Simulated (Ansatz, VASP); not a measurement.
# BeTe in VASP and in Ansatz

Contents of INCAR:

```
PREC = Accurate ; ENCUT = 520
EDIFF = 1E-7 ; ISMEAR = 0
SIGMA = 0.05 ; LREAL = False
LASPH = True ; NELM = 60
ALGO = Normal ; ISIF = 2
LWAVE = False ; LCHARG = False
NBANDS = 11
```

KPOINTS

```
regular mesh
0
Gamma
  8 8 8
```

POSCAR

```
BeTe
1.0
    0.0000000000      2.7700000000      2.6592000000
    2.7700000000      0.0000000000      2.6592000000
    2.7700000000      2.7700000000      0.0000000000
Be Te
1 1
Direct
    0.0000000000      0.0000000000      0.0000000000
    0.7500000000      0.7500000000      0.7500000000
```

Input for Ansatz:

```yaml
crystal:
  lattice:
    - [0.0, 2.77, 2.6592]
    - [2.77, 0.0, 2.6592]
    - [2.77, 2.77, 0.0]
  atoms:
    - { symbol: Be, position: [0.0, 0.0, 0.0] }
    - { symbol: Te, position: [0.75, 0.75, 0.75] }
basis:
  ecutwfc: 420
kpoints:
  mp_grid: { grid: [8, 8, 8] }
hamiltonian:
  xc: lda
scf:
  occupations: { method: gaussian, width: 0.05 }
output:
  forces: true
  stress: true
  eigenvalues: true
```

Change from the starting cell: strain +0.000 along x and y, -0.040 along z, atoms carried along.

Alike in both runs: task single point; functional LDA; k mesh 8 × 8 × 8; occupations gaussian, width 0.05 eV; no spin polarisation.

```csv
,VASP,Ansatz
version,VASP 6.6.1,Ansatz 0.2.0
potentials or method,"VASP PAW LDA potentials, release 64 (Be, Te), cutoff 520 eV","scalar-relativistic, plane waves, PAW"
valence electrons in the cell,8,18
```

|  | VASP | Ansatz | Ansatz less VASP |
| --- | --- | --- | --- |
| gap on the k mesh at the Fermi level (eV) | 1.30 | 1.32 | +0.023 |
| least direct gap on the mesh (eV) | 3.31 | 3.35 | +0.040 |
| pressure (GPa) | 3.7 | 3.4 | -0.33 |
| traceless stress, the component that is largest in VASP (GPa) | 1.62 | 1.62 | +0.008 |

LDA's correlation is that of Perdew and Zunger in VASP and of Perdew and Wang (1992) in Ansatz. VASP's potentials hold 8 valence electrons a cell and Ansatz's 18, so a difference there can come from the potentials and not from the codes.

Neither program's run includes spin-orbit coupling.
